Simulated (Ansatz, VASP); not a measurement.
**Two plane-wave programs on Zr**

```
CELL_PARAMETERS angstrom
3.24458 0.00000 0.00000
-1.62229 2.80989 0.00000
0.00000 0.00000 5.15736
ATOMIC_POSITIONS crystal
Zr 0.33333 0.66667 0.25000
Zr 0.66667 0.33333 0.75000
```

Alike in both runs: task single point; functional r2SCAN; k mesh 11 × 11 × 6; occupations fermi-dirac, width 1 eV; no spin polarisation.

```csv
,VASP,Ansatz
version,VASP 6.6.1,Ansatz 0.2.0
potentials or method,"VASP PAW PBE potentials, release 64 (Zr_sv), cutoff 520 eV","plane waves (500 eV) with PAW, scalar-relativistic"
valence electrons in the cell,24,24
```

Ansatz gave:

```
pressure (GPa)                                                : 10.5
traceless stress, the component that is largest in VASP (GPa) : 2.12
```

Task: Estimate VASP's values.

Result: Pressure (GPa): 10.4; traceless stress, the component that is largest in VASP (GPa): 2.12.

VASP's potentials were made for PBE, not for r2SCAN.
